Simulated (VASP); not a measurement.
# CdF2 (Fm-3m) in VASP: a series of runs, part 3 of 3

VASP 6.6.1.

## 4. Single point, PBE

This run uses another cell than the first one, of 13.72 Å³/atom, 1.064 times its volume.

Contents of INCAR:

```
PREC     = Accurate       # precision mode
ENCUT    = 520            # plane-wave cutoff, eV
EDIFF    = 1E-6           # SCF threshold, eV
ISMEAR   = 0              # smearing method
SIGMA    = 0.01           # smearing width, eV
LREAL    = False          # projectors in reciprocal space
LASPH    = True           # aspherical terms in the spheres
NELM     = 100            # most SCF steps
ALGO     = Normal         # electronic algorithm
ISIF     = 2              # what is computed and relaxed
LWAVE    = False          # write WAVECAR
LCHARG   = False          # write CHGCAR
GGA      = PE             # functional
NBANDS   = 20             # bands
```

Contents of KPOINTS:

```
Automatic mesh
0
Gamma
  6 6 6
```

Contents of POSCAR:

```
CdF2
1.0
    0.0000000000      2.7404197564      2.7404197564
    2.7404197564      0.0000000000      2.7404197564
    2.7404197564      2.7404197564      0.0000000000
Cd F
1 2
Direct
    0.0000000000      0.0000000000      0.0000000000
    0.2500000000      0.2500000000      0.2500000000
    0.7500000000      0.7500000000      0.7500000000
```

Potentials or basis: VASP PAW PBE potentials, release 64 (Cd, F).

Run with:

```sh
> cat potpaw_PBE.64/Cd/POTCAR potpaw_PBE.64/F/POTCAR > POTCAR
> mpirun -np 1 vasp_std > vasp.out
```

OUTCAR:

```text
PREC = Accurate
   ENCUT = 520
   EDIFF = 1E-6
   ISMEAR = 0
   LREAL = False
   LASPH = True
   NELM = 100
   ISIF = 2
   GGA = PE

 ion  position               nearest neighbor table
   1  0.000  0.000  0.000-   2 2.37   3 2.37   3 2.37   3 2.37   3 2.37   2 2.37   2 2.37   2 2.37

   2  0.250  0.250  0.250-   1 2.37   1 2.37   1 2.37   1 2.37
   3  0.750  0.750  0.750-   1 2.37   1 2.37   1 2.37   1 2.37

  LATTYP: Found a face centered cubic cell.
 ALAT       =     5.4808395128

  Lattice vectors:

 A1 = (   0.0000000000,   2.7404197564,   2.7404197564)
 A2 = (   2.7404197564,   0.0000000000,   2.7404197564)
 A3 = (   2.7404197564,   2.7404197564,   0.0000000000)

Analysis of symmetry for initial positions (statically):
=====================================================================
 Subroutine PRICEL returns:
 Original cell was already a primitive cell.

 Routine SETGRP: Setting up the symmetry group for a
 face centered cubic supercell.

 Subroutine GETGRP returns: Found 48 space group operations
 (whereof 48 operations were pure point group operations)
 out of a pool of 48 trial point group operations.

The static configuration has the point symmetry O_h .

Analysis of symmetry for dynamics (positions and initial velocities):
=====================================================================
 Subroutine PRICEL returns:
 Original cell was already a primitive cell.

 Routine SETGRP: Setting up the symmetry group for a
 face centered cubic supercell.

 Subroutine GETGRP returns: Found 48 space group operations
 (whereof 48 operations were pure point group operations)
 out of a pool of 48 trial point group operations.

The dynamic configuration has the point symmetry O_h .

 Subroutine INISYM returns: Found 48 space group operations
 (whereof 48 operations are pure point group operations),
[... 103 lines left out ...]
   EFERMI =   0.00;   METHOD = LEGACY
   ISMEAR =     0;   SIGMA  =   0.01  broadening in eV -4-tet -1-fermi 0-gaus
   EFERMI_NEDOS =   21; number of points for ismear=-14 and -15
   IALGO  =     38    algorithm
   IMIX   =      4    mixing-type and parameters
     AMIX     =   0.40;   BMIX     =  1.00
     AMIX_MAG =   1.60;   BMIX_MAG =  1.00
  volume/ion in A,a.u.               =      13.72        92.59
  Fermi-wavevector in a.u.,A,eV,Ry     =   1.404663  2.654428 26.845364  1.973079
  Thomas-Fermi vector in A             =   2.527202
   LORBIT       =      0    0 simple, 1 ext, 2 COOP (PROOUT), +10 PAW based schemes
   GGA     = PE    functional components
   LHFCALC =     F    Hartree Fock is set to
   AEXX    =    0.0000 exact exchange contribution
   IVDW    =     0    specifies the selected vdW correction
   LEPSILON=     F    determine dielectric tensor
   LRPA    =     F    only Hartree local field effects (RPA)
 non-spin polarized calculation
 Gauss-broadening in eV      SIGMA  =   0.01
  energy-cutoff  :      520.00
  volume of cell :       41.16
 maximum number of plane-waves:      1125
 NGX is ok and might be reduce to    30
   NGX = 15   NGY = 15   NGZ = 15

 number of electron      25.9999995 magnetization

 Free energy of the ion-electron system (eV)
  ---------------------------------------------------
  ext. energy  EPLUGINS =         0.00000000
  ---------------------------------------------------
  free energy    TOTEN  =       -10.90516813 eV

  energy without entropy =      -10.90516813  energy(sigma->0) =      -10.90516813

 E-fermi :  -1.6250     XC(G=0): -10.1362

 val. band max:       -1.7001318022   @ k =  -0.3333   0.5000   0.1667
 cond. band min:       1.2048769965   @ k =   0.0000   0.0000   0.0000
 fundamental gap:      2.9050087987
 Fermi energy:        -1.6249854344

 k-point     1 :       0.0000    0.0000    0.0000
  band No.  band energies     occupation
      1     -22.2157      2.00000
      2     -21.2472      2.00000
      3      -7.1634      2.00000
      4      -7.1634      2.00000
      5      -7.1634      2.00000
      6      -6.1673      2.00000
[... 357 lines left out ...]
     19      18.1592      0.00000
     20      18.5424      0.00000

------------------------ aborting loop because EDIFF is reached ----------------------------------------

  FORCE on cell =-STRESS in cart. coord.  units (eV):
  Direction    XX          YY          ZZ          XY          YZ          ZX
  --------------------------------------------------------------------------------------
  -------------------------------------------------------------------------------------
  Total        0.1481982      0.1481982      0.1481982      0.0000000      0.0000000      0.0000000
  in kB        5.7686245      5.7686245      5.7686245      0.0000000      0.0000000      0.0000000
  external PRESSURE =       5.7686245 kB  Pullay stress =       0.0000000 kB

 VOLUME and BASIS-vectors are now :
 -----------------------------------------------------------------------------
  energy-cutoff  :      520.00
  volume of cell :       41.16
      direct lattice vectors                 reciprocal lattice vectors
     0.000000000  2.740419756  2.740419756    -0.182453801  0.182453801  0.182453801
     2.740419756  0.000000000  2.740419756     0.182453801 -0.182453801  0.182453801
     2.740419756  2.740419756  0.000000000     0.182453801  0.182453801 -0.182453801

 POSITION                                       TOTAL-FORCE (eV/Angst)
 -----------------------------------------------------------------------------------
      0.00000      0.00000      0.00000         0.000000      0.000000     -0.000000
      1.37021      1.37021      1.37021         0.000000     -0.000000      0.000000
      4.11063      4.11063      4.11063        -0.000000      0.000000     -0.000000
 -----------------------------------------------------------------------------------
    total drift:                                0.000000     -0.000000      0.000000

  FREE ENERGIE OF THE ION-ELECTRON SYSTEM (eV)
  ---------------------------------------------------
  free  energy   TOTEN  =       -10.9051681345 eV

  energy  without entropy=      -10.9051681345  energy(sigma->0) =      -10.90516813
```

OSZICAR:

```text
N       E                     dE             d eps       ncg     rms          rms(c)
DAV:   1     0.187835391210E+03    0.18784E+03   -0.15542E+04   688   0.131E+03
DAV:   2    -0.436327792998E+01   -0.19220E+03   -0.18430E+03   700   0.333E+02
DAV:   3    -0.126514635512E+02   -0.82882E+01   -0.82646E+01   756   0.747E+01
DAV:   4    -0.126874308437E+02   -0.35967E-01   -0.35966E-01   676   0.512E+00
DAV:   5    -0.126875622835E+02   -0.13144E-03   -0.13144E-03   744   0.278E-01    0.964E+00
DAV:   6    -0.108771444450E+02    0.18104E+01   -0.41708E+00   796   0.385E+01    0.686E+00
DAV:   7    -0.109245929267E+02   -0.47448E-01   -0.94612E-01   668   0.855E+00    0.393E+00
DAV:   8    -0.109150040430E+02    0.95889E-02   -0.16423E-01   652   0.363E+00    0.756E-01
DAV:   9    -0.109044722040E+02    0.10532E-01   -0.40264E-02   764   0.228E+00    0.962E-02
DAV:  10    -0.109050343400E+02   -0.56214E-03   -0.30911E-03   656   0.635E-01    0.128E-01
DAV:  11    -0.109051445817E+02   -0.11024E-03   -0.21319E-04   696   0.146E-01    0.456E-02
DAV:  12    -0.109051666895E+02   -0.22108E-04   -0.64711E-05   656   0.673E-02    0.189E-02
DAV:  13    -0.109051685454E+02   -0.18559E-05   -0.10417E-05   684   0.262E-02    0.481E-03
DAV:  14    -0.109051681345E+02    0.41083E-06   -0.11218E-06   540   0.126E-02
   1 F= -.10905168E+02 E0= -.10905168E+02  d E =-.936796E-28
```

stdout:

```text
POSCAR found type information on POSCAR CdF
 POSCAR found :  2 types and       3 ions
 scaLAPACK will be used
 LDA part: xc-table for (Slater+PW92), standard interpolation
 POSCAR, INCAR and KPOINTS ok, starting setup
 FFT: planning ... GRIDC
 FFT: planning ... GRID_SOFT
 FFT: planning ... GRID
 WAVECAR not read
 entering main loop
```

Run time: 9.7 s. Hardware: 1 thread of Intel Xeon Platinum 8488C (Sapphire Rapids), shared host; peak memory 0.16 GiB.

Results:

* Free energy: -10.9052 eV
* Pressure: 0.6 GPa
* Band gap on the k mesh: 2.90 eV, indirect (least direct gap 3.45 eV)

Levels at points of the mesh, in eV from the valence-band top:
```csv
k point,band 11,band 12,band 13,band 14,band 15,band 16
"(0.00, 0.00, 0.00)",-0.54,-0.54,-0.54,2.91,12.47,12.47
"(0.50, 0.00, 0.00)",-1.64,-0.41,-0.41,6.80,9.00,14.07
"(0.50, 0.50, 0.00)",-0.39,-0.06,-0.06,7.60,9.39,11.83
```

A k mesh can miss the band edges. Expect the measured gap to be larger: semilocal functionals such as PBE lack the derivative discontinuity.

## 5. Single point, PBE (volume changed by +3%)

Contents of INCAR:

```
ALGO     = Normal         # electronic algorithm
EDIFF    = 1E-6           # SCF threshold, eV
ENCUT    = 520            # plane-wave cutoff, eV
GGA      = PE             # functional
ISIF     = 2              # what is computed and relaxed
ISMEAR   = 0              # smearing method
LASPH    = True           # aspherical terms in the spheres
LCHARG   = True           # write CHGCAR
LELF     = True           # ELF
LREAL    = False          # projectors in reciprocal space
LVHAR    = True         
LWAVE    = False          # write WAVECAR
NBANDS   = 20             # bands
NELM     = 60             # most SCF steps
PREC     = Accurate       # precision mode
SIGMA    = 0.01           # smearing width, eV
```

Contents of KPOINTS:

```
k-points
0
Gamma
  6 6 6
```

Contents of POSCAR:

```
CdF2
1.0
    0.0000000000      2.7675543900      2.7675543900
    2.7675543900      0.0000000000      2.7675543900
    2.7675543900      2.7675543900      0.0000000000
Cd F
1 2
Direct
    0.0000000000      0.0000000000      0.0000000000
    0.2500000000      0.2500000000      0.2500000000
    0.7500000000      0.7500000000      0.7500000000
```

Run with:

```sh
> cat potpaw_PBE.64/Cd/POTCAR potpaw_PBE.64/F/POTCAR > POTCAR
> mpirun -np 1 vasp_std > vasp.out
```

It took 11 s on 1 thread of Intel Xeon Platinum 8488C (Sapphire Rapids), shared host; peak memory 0.16 GiB.

The run converged. Its results:

* Free energy: -10.9013 eV
* Pressure: -2.1 GPa
* Band gap on the k mesh: 2.80 eV, indirect (least direct gap 3.37 eV)

Levels at points of the mesh, in eV from the valence-band top:
| k point | band 9 | band 10 | band 11 | band 12 | band 13 | band 14 | band 15 | band 16 | band 17 | band 18 |
| --- | --- | --- | --- | --- | --- | --- | --- | --- | --- | --- |
| (0.00, 0.00, 0.00) | -0.77 | -0.77 | -0.57 | -0.57 | -0.57 | 2.80 | 12.32 | 12.32 | 12.32 | 16.92 |
| (0.50, 0.00, 0.00) | -1.93 | -1.54 | -1.54 | -0.42 | -0.42 | 6.58 | 8.89 | 13.81 | 13.81 | 17.63 |
| (0.50, 0.50, 0.00) | -2.54 | -2.54 | -0.34 | -0.06 | -0.06 | 7.36 | 9.23 | 11.76 | 13.58 | 13.58 |

Caveat: the cell differs from its parent crystal (volume changed by +3%). A k mesh can miss the band edges.

## 6. Single point, PBE (volume changed by +6%)

Contents of INCAR:

```
ALGO = Normal
EDIFF = 1E-7
ENCUT = 520
GGA = PE
ISIF = 2
ISMEAR = 0
LASPH = True
LCHARG = True
LELF = True
LREAL = False
LVHAR = True
LWAVE = False
NBANDS = 20
NELM = 80
PREC = Accurate
SIGMA = 0.01
```

KPOINTS is that of step 5.

Contents of POSCAR:

```
CdF2
1.0
    0.0000000000      2.7941671224      2.7941671224
    2.7941671224      0.0000000000      2.7941671224
    2.7941671224      2.7941671224      0.0000000000
Cd F
1 2
Direct
    0.0000000000      0.0000000000      0.0000000000
    0.2500000000      0.2500000000      0.2500000000
    0.7500000000      0.7500000000      0.7500000000
```

Potentials or basis: VASP PAW PBE potentials, release 64 (Cd, F).

Run with:

```sh
> cat potpaw_PBE.64/Cd/POTCAR potpaw_PBE.64/F/POTCAR > POTCAR
> mpirun -np 1 vasp_std > vasp.out
```

OUTCAR:

```text
EDIFF = 1E-7
   ENCUT = 520
   GGA = PE
   ISIF = 2
   ISMEAR = 0
   LASPH = True
   LREAL = False
   NELM = 80
   PREC = Accurate

 ion  position               nearest neighbor table
   1  0.000  0.000  0.000-   3 2.42   3 2.42   3 2.42   2 2.42   2 2.42   2 2.42   3 2.42   2 2.42

   2  0.250  0.250  0.250-   1 2.42   1 2.42   1 2.42   1 2.42
   3  0.750  0.750  0.750-   1 2.42   1 2.42   1 2.42   1 2.42

[... 552 lines left out ...]
------------------------ aborting loop because EDIFF is reached ----------------------------------------

  FORCE on cell =-STRESS in cart. coord.  units (eV):
  Direction    XX          YY          ZZ          XY          YZ          ZX
  --------------------------------------------------------------------------------------
  -------------------------------------------------------------------------------------
  Total       -1.1909348     -1.1909348     -1.1909348      0.0000000      0.0000000     -0.0000000
  in kB      -43.7332181    -43.7332181    -43.7332181      0.0000000      0.0000000     -0.0000000
  external PRESSURE =     -43.7332181 kB  Pullay stress =       0.0000000 kB

 VOLUME and BASIS-vectors are now :
 -----------------------------------------------------------------------------
  energy-cutoff  :      520.00
  volume of cell :       43.63
      direct lattice vectors                 reciprocal lattice vectors
     0.000000000  2.794167122  2.794167122    -0.178944200  0.178944200  0.178944200
     2.794167122  0.000000000  2.794167122     0.178944200 -0.178944200  0.178944200
     2.794167122  2.794167122  0.000000000     0.178944200  0.178944200 -0.178944200

 POSITION                                       TOTAL-FORCE (eV/Angst)
 -----------------------------------------------------------------------------------
      0.00000      0.00000      0.00000         0.000000      0.000000      0.000000
      1.39708      1.39708      1.39708        -0.000000     -0.000000     -0.000000
      4.19125      4.19125      4.19125        -0.000000      0.000000      0.000000
 -----------------------------------------------------------------------------------
    total drift:                                0.000000     -0.000000      0.000000

  FREE ENERGIE OF THE ION-ELECTRON SYSTEM (eV)
  ---------------------------------------------------
  free  energy   TOTEN  =       -10.8782778983 eV

  energy  without entropy=      -10.8782778983  energy(sigma->0) =      -10.87827790
```

OSZICAR:

```text
N       E                     dE             d eps       ncg     rms          rms(c)
DAV:   1     0.193981601515E+03    0.19398E+03   -0.15109E+04   648   0.129E+03
DAV:   2    -0.364662219941E+01   -0.19763E+03   -0.18786E+03   700   0.336E+02
DAV:   3    -0.127206688047E+02   -0.90740E+01   -0.90507E+01   740   0.773E+01
DAV:   4    -0.127639337697E+02   -0.43265E-01   -0.43263E-01   700   0.551E+00
DAV:   5    -0.127641010989E+02   -0.16733E-03   -0.16733E-03   724   0.307E-01    0.916E+00
DAV:   6    -0.108567233503E+02    0.19074E+01   -0.44499E+00   808   0.405E+01    0.635E+00
DAV:   7    -0.109031510241E+02   -0.46428E-01   -0.10060E+00   664   0.873E+00    0.360E+00
DAV:   8    -0.108895586104E+02    0.13592E-01   -0.19199E-01   652   0.375E+00    0.808E-01
DAV:   9    -0.108775988372E+02    0.11960E-01   -0.44873E-02   752   0.218E+00    0.110E-01
DAV:  10    -0.108781380679E+02   -0.53923E-03   -0.33847E-03   668   0.695E-01    0.141E-01
DAV:  11    -0.108782670158E+02   -0.12895E-03   -0.39644E-04   680   0.196E-01    0.614E-02
DAV:  12    -0.108782767505E+02   -0.97347E-05   -0.13146E-04   672   0.944E-02    0.192E-02
DAV:  13    -0.108782786554E+02   -0.19049E-05   -0.19410E-05   692   0.357E-02    0.880E-03
DAV:  14    -0.108782778621E+02    0.79337E-06   -0.28179E-06   668   0.192E-02    0.239E-03
DAV:  15    -0.108782778983E+02   -0.36206E-07   -0.17850E-07   700   0.372E-03
   1 F= -.10878278E+02 E0= -.10878278E+02  d E =-.121072E-35
```

Wall time 11 s (1 thread of Intel Xeon Platinum 8488C (Sapphire Rapids), shared host); peak memory 0.16 GiB.

What came out:

```yaml
Free_energy: -10.8783 eV
Pressure: -4.4 GPa
Band_gap_on_the_k_mesh: 2.70 eV, indirect (least direct gap 3.29 eV)
```

Caveat: the cell differs from its parent crystal (volume changed by +6%). A k mesh can miss the band edges.

## 7. Overview

| cell | gap on the mesh (eV) | pressure (GPa) |
| --- | --- | --- |
| a = 3.796 Å, angles 60.0°, 3 atoms | 3.13 | 7.5 |
| a = 3.836 Å, angles 60.0°, 3 atoms | 3.01 | 3.7 |
| a = 3.876 Å, angles 60.0°, 3 atoms | 2.90 | 0.6 |
| a = 3.914 Å, angles 60.0°, 3 atoms | 2.80 | -2.1 |
| a = 3.952 Å, angles 60.0°, 3 atoms | 2.70 | -4.4 |

Alike in all rows: task single point; level PBE; potentials or basis VASP PAW PBE potentials, release 64 (Cd, F); no spin polarisation; k mesh 6 × 6 × 6; cutoff (eV) 520; smearing gaussian 0.01 eV.

Total energies depend on the potentials used, so only differences within one code and one set of settings carry meaning.
